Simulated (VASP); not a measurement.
Runs of VASP 6.6.1 on C. The structure is that of space group R-3m (No. 166), or close to it. The cells are those of the table. 

```csv
task,cell,cutoff (eV),pressure (GPa),largest force (eV/Å)
single point,"a = 3.682 Å, angles 38.8°, 2 atoms",520,0.0,-
single point,"a = 3.772 Å, angles 37.9°, 2 atoms",520,(a),-
relaxation of shape and atoms at fixed volume,"relaxed from a = 3.718 Å, angles 38.8°, 2 atoms",600,-1.6,-
relaxation of shape and atoms at fixed volume,"relaxed from a = 3.558 Å, angles 39.8°, 2 atoms",600,0.8,0.01
single point,"a = 3.424 Å, angles 41.7°, 2 atoms",520,3.7,-
relaxation of shape and atoms at fixed volume,"relaxed from a = 3.472 Å, angles 40.7°, 2 atoms",600,2.5,0.01
relaxation of shape and atoms at fixed volume,"relaxed from a = 3.630 Å, angles 39.8°, 2 atoms",600,-1.1,-
single point,"a = 3.595 Å, angles 39.8°, 2 atoms",520,0.8,-
```

Alike in all rows: level LDA; potentials or basis VASP PAW LDA potentials, release 64 (C); no spin polarisation; k mesh 12 × 12 × 12; smearing gaussian 0.02 eV.

Q: Estimate the missing entries.

A: (a) -0.5.

Caveats: the cell stands under pressure (at least some runs).
